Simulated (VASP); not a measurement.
Crystal: Ti.

```xyz
2
Lattice="2.9500 0.0000 0.0000 -1.4750 2.5548 0.0000 0.0000 0.0000 4.6800" Properties=species:S:1:pos:R:3 pbc="T T T"
Ti    0.0000    1.7032    1.1700
Ti    1.4750    0.8516    3.5100
```

* Program: VASP 6.6.1
* Task: relaxation of cell and atoms
* Functional: PBEsol
* Potentials or basis: VASP PAW PBE potentials, release 64 (Ti_sv)
* Cutoff: 600 eV
* k mesh: 7 × 7 × 4
* Occupations: methfessel-paxton, width 0.05 eV
* Spin: no spin polarisation

At the start: pressure -5.9 GPa; volume 17.64 Å³/atom.

How do energy, volume and symmetry change on relaxing?

Over 6 steps the energy falls by 18.5 meV/atom and the volume is 16.68 Å³/atom (-5.4 %); space group P6_3/mmc (No. 194, to 0.05 Å).

Step by step:
```tsv
step	energy change (eV)	largest force (eV/Å)	pressure (GPa)	volume (Å³)
1	0.0000	0.0000	-5.87	35.27
2	-0.0157	0.0000	5.22	32.07
3	-0.0363	0.0000	0.03	33.40
4	-0.0363	0.0000	0.16	33.36
5	-0.0370	0.0000	0.13	33.36
6	-0.0370	0.0000	0.12	33.36
```

Final structure:
```
Ti
1.0
     2.88380    0.00000    0.00000
    -1.44190    2.49744    0.00000
     0.00000    0.00000    4.63230
Ti
2
Direct
  0.33333 0.66667 0.25000
  0.66667 0.33333 0.75000
```

Caveat: the PAW data sets were made with another functional, which shifts forces and pressure a little.
